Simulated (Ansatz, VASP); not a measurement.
Two plane-wave programs on SiC

```
Si C
1.0
     0.00000    2.18986    2.18986
     2.18986    0.00000    2.18986
     2.18986    2.18986    0.00000
Si C
1 1
Direct
  0.50000 0.50000 0.50000
  0.25000 0.25000 0.25000
```

Alike in both runs: functional PBE; k mesh 12 × 12 × 12; no spin polarisation.

Ansatz relaxed the structure, and its values are those at the end. VASP's run is a single point on that final structure, the one shown.

```csv
,VASP,Ansatz
version,VASP 6.6.1,Ansatz 0.2.0
potentials or method,"VASP PAW PBE potentials, release 64 (Si, C), cutoff 520 eV","scalar-relativistic, plane waves, PAW"
occupations,"gaussian, width 0.01 eV",fixed
valence electrons in the cell,8,8
```

|  | VASP | Ansatz | Ansatz less VASP |
| --- | --- | --- | --- |
| gap on the k mesh at the Fermi level (eV) | 1.37 | 1.37 | +0.002 |
| least direct gap on the mesh (eV) | 4.53 | 4.53 | +0.003 |
| pressure (GPa) | 0.0 | 0.0 | +0.05 |
